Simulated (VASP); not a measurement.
SnO2, 6 atoms in the cell. It takes space group Pnnm (No. 58, orthorhombic). Conventional cell: a = 4.689 Å, b = 4.689 Å, c = 3.158 Å, α = 90.00°, β = 90.00°, γ = 90.00°. Within 2.7 Å of Sn (site symmetry 2/m) lie 6 O at 2.07 Å. Within 2.7 Å of O (site symmetry m) lie 3 Sn at 2.07 Å and 2 O at 2.64 to 2.69 Å.  This cell differs from its parent crystal: atoms displaced along a vibrational mode, the cell strained.

| Quantity | Value |
| --- | --- |
| Program | VASP 6.6.1 |
| Task | single point |
| Functional | PBEsol |
| Potentials or basis | VASP PAW PBE potentials, release 64 (Sn_d, O) |
| Cutoff | 520 eV |
| k mesh | 6 × 6 × 8 |
| Occupations | gaussian, width 0.05 eV |
| Spin | no spin polarisation |
| Dipole correction | no |
| Further INCAR settings | ALGO = Normal; EDIFF = 1e-06; NBANDS = 35 |

Potentials or basis: VASP PAW PBE potentials, release 64 (Sn_d, O).

Run with:

```bash
$ cat potpaw_PBE.64/Sn_d/POTCAR potpaw_PBE.64/O/POTCAR > POTCAR
$ mpirun -np 1 vasp_std > vasp.out
```

Hardware: 1 thread of AMD EPYC 7R13 (shared host).

Q: Estimate the wall time of this run.

A: Wall time 5 min on 1 thread of AMD EPYC 7R13, on a shared host, peak memory 0.24 GiB. Counts: scf iterations 14, k points 80.
